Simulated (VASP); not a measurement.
# Au in VASP: single point with r2SCAN

Aim: the single point of Au with r2SCAN.

All numbers are computed with VASP 6.6.1; they aren't measurements. Logs are shortened: lines on timing, memory, paths and dates and some standing lists are left out, and cuts for length are marked.

## (1) The cell of the first run

The cell holds a slab with vacuum, 1 atom: a = 2.890 Å, b = 2.890 Å, c = 15.000 Å, α = 90.00°, β = 90.00°, γ = 120.00°.

## (2) Single point, r2SCAN (atoms taken out)

The input, POSCAR:

```
Au
1.0
    2.8902925737      0.0000000000      0.0000000000
   -1.4451462869      2.5030667932      0.0000000000
    0.0000000000      0.0000000000     15.0000000000
Au
1
Direct
    0.3333333333      0.6666666667      0.5000000000
```

The input, INCAR.step1:

```
PREC = Accurate
ENCUT = 520
ISMEAR = 0
SIGMA = 0.1
LREAL = F
LASPH = T
NELM = 60
LDIPOL = T
IDIPOL = 3
DIPOL = 0.5 0.5 0.500
NBANDS = 12
GGA = PE
ALGO = Normal
EDIFF = 1E-4
LWAVE = T
LCHARG = F
```

The input, INCAR.step2:

```
PREC = Accurate
ENCUT = 520
EDIFF = 1E-7
ISMEAR = 0
SIGMA = 0.1
LREAL = F
LASPH = T
NELM = 60
ALGO = Normal
ISIF = 2
LWAVE = F
LCHARG = F
LDIPOL = T
IDIPOL = 3
DIPOL = 0.5 0.5 0.500
METAGGA = R2SCAN
LMIXTAU = T
NBANDS = 12
ISTART = 1
```

The input, KPOINTS:

```
regular mesh
0
Gamma
  12 12 1
```

Potentials or basis: VASP PAW PBE potentials, release 64 (Au).

Started as:

```bash
cat potpaw_PBE.64/Au/POTCAR > POTCAR
cp INCAR.step1 INCAR
mpirun -np 1 vasp_std > vasp.out
cp INCAR.step2 INCAR
mpirun -np 1 vasp_std > vasp.out
```

OUTCAR:

```text
PREC = Accurate
   ENCUT = 520
   EDIFF = 1E-7
   ISMEAR = 0
   LREAL = F
   LASPH = T
   NELM = 60
   ISIF = 2
   METAGGA = R2SCAN
   ISTART = 1

 ion  position               nearest neighbor table
   1  0.333  0.667  0.500-

  LATTYP: Found a hexagonal cell.
 ALAT       =     2.8902925737
 C/A-ratio  =     5.1897860225

  Lattice vectors:

 A1 = (   2.8902925737,   0.0000000000,   0.0000000000)
 A2 = (  -1.4451462869,   2.5030667932,   0.0000000000)
 A3 = (   0.0000000000,   0.0000000000,  15.0000000000)

Analysis of symmetry for initial positions (statically):
=====================================================================
 Subroutine PRICEL returns:
 Original cell was already a primitive cell.

 Routine SETGRP: Setting up the symmetry group for a
 hexagonal supercell.

 Subroutine GETGRP returns: Found 24 space group operations
 (whereof 12 operations were pure point group operations)
 out of a pool of 24 trial point group operations.

The static configuration has the point symmetry D_3h.
 The point group associated with its full space group is D_6h.

Analysis of symmetry for dynamics (positions and initial velocities):
=====================================================================
 Subroutine PRICEL returns:
 Original cell was already a primitive cell.

 Routine SETGRP: Setting up the symmetry group for a
 hexagonal supercell.

 Subroutine GETGRP returns: Found 24 space group operations
 (whereof 12 operations were pure point group operations)
 out of a pool of 24 trial point group operations.

The dynamic configuration has the point symmetry D_3h.
 The point group associated with its full space group is D_6h.

 Subroutine INISYM returns: Found 24 space group operations
 (whereof 12 operations are pure point group operations),
 and found     1 'primitive' translations

----------------------------------------------------------------------------------------

                                     Primitive cell

  volume of cell :     108.5189

  direct lattice vectors                    reciprocal lattice vectors
     2.890292574  0.000000000  0.000000000     0.345985735  0.199754957  0.000000000
    -1.445146287  2.503066793  0.000000000     0.000000000  0.399509914  0.000000000
     0.000000000  0.000000000 15.000000000     0.000000000  0.000000000  0.066666667

  length of vectors
     2.890292574  2.890292574 15.000000000     0.399509914  0.399509914  0.066666667

  position of ions in fractional coordinates (direct lattice)
     0.333333333  0.666666667  0.500000000

  ion indices of the primitive-cell ions
   primitive index   ion index
                 1           1

----------------------------------------------------------------------------------------

 KPOINTS: regular mesh

Automatic generation of k-mesh.
 Grid dimensions read from file:
 generate k-points for:   12   12    1

 Generating k-lattice:

  Cartesian coordinates                     Fractional coordinates (reciprocal lattice)
     0.028832145  0.016646246  0.000000000     0.083333333  0.000000000  0.000000000
     0.000000000  0.033292493  0.000000000     0.000000000  0.083333333  0.000000000
     0.000000000  0.000000000  0.066666667     0.000000000  0.000000000  1.000000000

  Length of vectors
     0.033292493  0.033292493  0.066666667

  Shift w.r.t. Gamma in fractional coordinates (k-lattice)
     0.000000000  0.000000000  0.000000000

 Subroutine IBZKPT returns following result:
 ===========================================

 Found     19 irreducible k-points:

 Following reciprocal coordinates:
            Coordinates               Weight
  0.000000  0.000000  0.000000      1.000000
  0.083333  0.000000  0.000000      6.000000
  0.166667 -0.000000  0.000000      6.000000
  0.250000  0.000000  0.000000      6.000000
  0.333333  0.000000  0.000000      6.000000
  0.416667  0.000000  0.000000      6.000000
[... 11 lines left out ...]
  0.333333  0.250000  0.000000     12.000000
  0.333333  0.333333  0.000000      2.000000
   k-points           NKPTS =     19   k-points in BZ     NKDIM =     19   number of bands    NBANDS=     12
   number of dos      NEDOS =    301   number of ions     NIONS =      1
   total plane-waves  NPLWV =  64512
   dimension x,y,z NGX =    24 NGY =   24 NGZ =  112
   dimension x,y,z NGXF=    48 NGYF=   48 NGZF=  224
   ions per type =               1
   NGX,Y,Z   is equivalent  to a cutoff of  13.80, 13.80, 12.41 a.u.
   NGXF,Y,Z  is equivalent  to a cutoff of  27.61, 27.61, 24.83 a.u.
 SYSTEM =  unknown system
   PREC   = accura    normal or accurate (medium, high low for compatibility)
   ISTART =      1    job   : 0-new  1-cont  2-samecut
   ICHARG =      0    charge: 1-file 2-atom 10-const
   ISPIN  =      1    spin polarized calculation?
   LNONCOLLINEAR =      F non collinear calculations
   LSORBIT =      F    spin-orbit coupling
   LASPH  =      T    aspherical Exc in radial PAW
   ENCUT  =  520.0 eV  38.22 Ry    6.18 a.u.   5.37  5.37 27.89*2*pi/ulx,y,z
   NELM   =     60;   NELMIN=  2; NELMDL=  0     # of ELM steps
   EDIFF  = 0.1E-06   stopping-criterion for ELM
   LREAL  =      F    real-space projection
   EDIFFG = 0.1E-05   stopping-criterion for IOM
   NSW    =      0    number of steps for IOM
   IBRION =     -1    ionic relax: 0-MD 1-quasi-New 2-CG
   NFREE  =      0    steps in history (QN), initial steepest desc. (CG)
   ISIF   =      2    stress and relaxation
   ISYM   =      2    0-nonsym 1-usesym 2-fastsym
   POTIM  = 0.5000    time-step for ionic-motion
   TEBEG  =    0.0;   TEEND  =   0.0 temperature during run
   PSTRESS=    0.0 pullay stress
   NELECT =      11.0000    total number of electrons
   NUPDOWN=      -1.0000    fix difference up-down
   EMIN   =  10.00;   EMAX   =-10.00  energy-range for DOS
   EFERMI =   0.00;   METHOD = LEGACY
   ISMEAR =     0;   SIGMA  =   0.10  broadening in eV -4-tet -1-fermi 0-gaus
   EFERMI_NEDOS =   21; number of points for ismear=-14 and -15
   IALGO  =     38    algorithm
   IMIX   =      4    mixing-type and parameters
     AMIX     =   0.40;   BMIX     =  1.00
     AMIX_MAG =   1.60;   BMIX_MAG =  1.00
  volume/ion in A,a.u.               =     108.52       732.32
  Fermi-wavevector in a.u.,A,eV,Ry     =   0.763315  1.442457  7.927435  0.582650
  Thomas-Fermi vector in A             =   1.862970
   LORBIT       =      0    0 simple, 1 ext, 2 COOP (PROOUT), +10 PAW based schemes
   METAGGA = R2SCAN    functional components
   LHFCALC =     F    Hartree Fock is set to
   AEXX    =    0.0000 exact exchange contribution
   IVDW    =     0    specifies the selected vdW correction
   LEPSILON=     F    determine dielectric tensor
   LRPA    =     F    only Hartree local field effects (RPA)
 non-spin polarized calculation
 Gauss-broadening in eV      SIGMA  =   0.10
  energy-cutoff  :      520.00
  volume of cell :      108.52
 maximum number of plane-waves:      2961
 NGX is ok and might be reduce to    24
   NGX = 11   NGY = 11   NGZ = 55

 dipolmoment           0.000000      0.000000      0.000000 electrons x Angstroem

 number of electron      11.0000003 magnetization

 dipolmoment           0.000000      0.000000     -0.000000 electrons x Angstroem

 Free energy of the ion-electron system (eV)
  ---------------------------------------------------
  ext. energy  EPLUGINS =         0.00000000
  ---------------------------------------------------
  free energy    TOTEN  =       -50.00242594 eV

  energy without entropy =      -49.99327338  energy(sigma->0) =      -49.99784966

 E-fermi :  -3.3669     XC(G=0):  -3.0493

 val. band max:       -3.3740470033   @ k =   0.3333   0.0833   0.0000
 cond. band min:      -3.3446918466   @ k =   0.2500   0.1667   0.0000
 fundamental gap:      0.0293551567
 Fermi energy:        -3.3669292349

 k-point     1 :       0.0000    0.0000    0.0000
  band No.  band energies     occupation
      1      -9.9609      2.00000
      2      -6.8785      2.00000
      3      -6.8785      2.00000
      4      -6.2509      2.00000
      5      -5.1180      2.00000
      6      -5.1180      2.00000
      7      -1.4992      0.00000
      8       2.1067      0.00000
      9       3.0525      0.00000
     10       3.3883      0.00000
     11       5.9498      0.00000
     12       6.7052      0.00000

 k-point     2 :       0.0833    0.0000    0.0000
  band No.  band energies     occupation
      1      -9.7224      2.00000
      2      -6.9609      2.00000
      3      -6.7387      2.00000
      4      -6.1939      2.00000
      5      -5.3585      2.00000
      6      -5.1476      2.00000
      7      -1.1531      0.00000
      8       2.2689      0.00000
      9       3.2357      0.00000
     10       3.5459      0.00000
     11       6.1400      0.00000
     12       6.8554      0.00000

 k-point     3 :       0.1667   -0.0000    0.0000
  band No.  band energies     occupation
      1      -9.0858      2.00000
      2      -7.0991      2.00000
      3      -6.3401      2.00000
      4      -6.0285      2.00000
      5      -5.8823      2.00000
      6      -5.2276      2.00000
      7      -0.2992      0.00000
      8       2.7557      0.00000
      9       3.7777      0.00000
     10       4.0195      0.00000
     11       6.7009      0.00000
     12       7.3067      0.00000

 k-point     4 :       0.2500    0.0000    0.0000
  band No.  band energies     occupation
      1      -8.5271      2.00000
      2      -6.7838      2.00000
      3      -6.4316      2.00000
      4      -5.7497      2.00000
      5      -5.7427      2.00000
      6      -5.3350      2.00000
      7       0.8389      0.00000
      8       3.5677      0.00000
      9       4.6581      0.00000
     10       4.8119      0.00000
     11       7.5988      0.00000
     12       8.0589      0.00000

 k-point     5 :       0.3333    0.0000    0.0000
  band No.  band energies     occupation
      1      -8.5550      2.00000
      2      -6.8782      2.00000
      3      -5.9349      2.00000
      4      -5.4402      2.00000
      5      -5.0919      2.00000
      6      -4.8910      2.00000
      7       2.1626      0.00000
      8       4.7066      0.00000
      9       5.8430      0.00000
     10       5.9271      0.00000
     11       6.2561      0.00000
     12       8.7228      0.00000
[... 153 lines left out ...]
      1      -8.1461      2.00000
      2      -7.0815      2.00000
      3      -5.9304      2.00000
      4      -5.5388      2.00000
      5      -5.4834      2.00000
      6       0.6223      0.00000
      7       0.8624      0.00000
      8       5.1419      0.00000
      9       7.6892      0.00000
     10       7.9788      0.00000
     11       8.3761      0.00000
     12       8.6764      0.00000

 k-point    17 :       0.2500    0.2500    0.0000
  band No.  band energies     occupation
      1      -7.5170      2.00000
      2      -6.9095      2.00000
      3      -6.6655      2.00000
      4      -6.0158      2.00000
      5      -5.4891      2.00000
      6      -1.5595      0.00000
      7       4.1572      0.00000
      8       4.5323      0.00000
      9       6.5222      0.00000
     10       7.1402      0.00000
     11       7.6819      0.00000
     12       7.7203      0.00000

 k-point    18 :       0.3333    0.2500    0.0000
  band No.  band energies     occupation
      1      -7.4763      2.00000
      2      -6.8823      2.00000
      3      -6.3035      2.00000
      4      -6.2460      2.00000
      5      -5.5228      2.00000
      6       0.3338      0.00000
      7       2.6724      0.00000
      8       5.5555      0.00000
      9       5.8762      0.00000
     10       8.1819      0.00000
     11       8.4684      0.00000
     12       9.3510      0.00000

 k-point    19 :       0.3333    0.3333    0.0000
  band No.  band energies     occupation
      1      -6.8388      2.00000
      2      -6.8388      2.00000
      3      -6.6076      2.00000
      4      -6.6076      2.00000
      5      -5.5497      2.00000
      6       1.0862      0.00000
      7       3.6560      0.00000
      8       3.6560      0.00000
      9       6.3839      0.00000
     10       8.9238      0.00000
     11       8.9238      0.00000
     12       9.9803      0.00000

------------------------ aborting loop because EDIFF is reached ----------------------------------------

 vacuum level on the upper side and lower side of the slab       (xc-potential included)        -0.001        -0.001

  FORCE on cell =-STRESS in cart. coord.  units (eV):
  Direction    XX          YY          ZZ          XY          YZ          ZX
  --------------------------------------------------------------------------------------
  -------------------------------------------------------------------------------------
  Total       -2.6131456     -2.6131456     -0.0115190      0.0000000     -0.0000000      0.0000000
  in kB      -38.5805737    -38.5805737     -0.1700666      0.0000000     -0.0000000      0.0000000
  external PRESSURE =     -25.7770714 kB  Pullay stress =       0.0000000 kB

 VOLUME and BASIS-vectors are now :
 -----------------------------------------------------------------------------
  energy-cutoff  :      520.00
  volume of cell :      108.52
      direct lattice vectors                 reciprocal lattice vectors
     2.890292574  0.000000000  0.000000000     0.345985735  0.199754957  0.000000000
    -1.445146287  2.503066793  0.000000000     0.000000000  0.399509914  0.000000000
     0.000000000  0.000000000 15.000000000     0.000000000  0.000000000  0.066666667

 POSITION                                       TOTAL-FORCE (eV/Angst)
 -----------------------------------------------------------------------------------
     -0.00000      1.66871      7.50000         0.000000      0.000000      0.000000
 -----------------------------------------------------------------------------------
    total drift:                                0.000000     -0.000000     -0.000000

  FREE ENERGIE OF THE ION-ELECTRON SYSTEM (eV)
  ---------------------------------------------------
  free  energy   TOTEN  =       -50.0024259419 eV

  energy  without entropy=      -49.9932733804  energy(sigma->0) =      -49.99784966

 vacuum level on the upper side and lower side of the slab         2.202         2.202
```

Run time: 2.8 min. Hardware: 1 thread of Intel Xeon 8259CL, shared host; peak memory 0.27 GiB.

What came out:

```
Free energy            : -50.0024 eV
Band gap on the k mesh : zero (an odd number of electrons rules out a gap without spin polarisation)
```

Caveat: the cell differs from its parent crystal (atoms taken out); the PAW data sets were made with another functional, which shifts forces and pressure a little; spin-orbit coupling is left out, which moves the levels of the heavy elements.

The gap in the log of VASP goes by the Fermi energy; the results here count the filled bands.